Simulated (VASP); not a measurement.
Write the native input for VASP 6.6.1 that does the following.

```yaml
Task: single point
Functional: PBEsol
Potentials_or_basis: VASP PAW PBE potentials, release 64 (Ag)
Cutoff: 520 eV
k_mesh: 18 × 18 × 4
Occupations: gaussian, width 0.15 eV
Spin: no spin polarisation
Dipole_correction: no
Further_INCAR_settings: ALGO = Fast; EDIFF = 1e-06; NBANDS = 42
```

The structure of Ag lies in POSCAR:

```
Ag
1.0
    2.0431000000     -2.0431000000      0.0000000000
    2.0431000000      0.0000000000     -2.0431000000
    8.1724000000      8.1724000000      8.1724000000
Ag
6
Direct
    0.6666666667      0.6666666667      0.1666666667
    0.0000000000      0.0000000000      0.0000000000
    0.3333333333      0.3333333333      0.3333333333
    0.6666666667      0.6666666667      0.6666666667
    0.0000000000      0.0000000000      0.5000000000
    0.3333333333      0.3333333333      0.8333333333
```

One way to write it, as run:

INCAR

```
  ALGO = Fast
  EDIFF = 1E-6
  ENCUT = 520
  GGA = PS
  ISIF = 2
  ISMEAR = 0
  LASPH = True
  LCHARG = False
  LREAL = False
  LWAVE = False
  NBANDS = 42
  NELM = 100
  PREC = Accurate
  SIGMA = 0.15
```

KPOINTS

```
k-points
0
Gamma
  18 18 4
```

Potentials or basis: VASP PAW PBE potentials, release 64 (Ag).

Launch:

```bash
$ cat potpaw_PBE.64/Ag/POTCAR > POTCAR
$ mpirun -np 1 vasp_std > vasp.out
```

It gave:

- Pressure: -2.8 GPa
- Band gap on the k mesh: zero (band 33 reaches 11.52 eV, above the bottom of band 34 at 5.19 eV)

Caveat: the PAW data sets were made with another functional, which shifts forces and pressure a little.

Run time: 9.6 min on 1 thread of Oxide Virtual Turin-like Processor, on a shared host, peak memory 0.5 GiB.
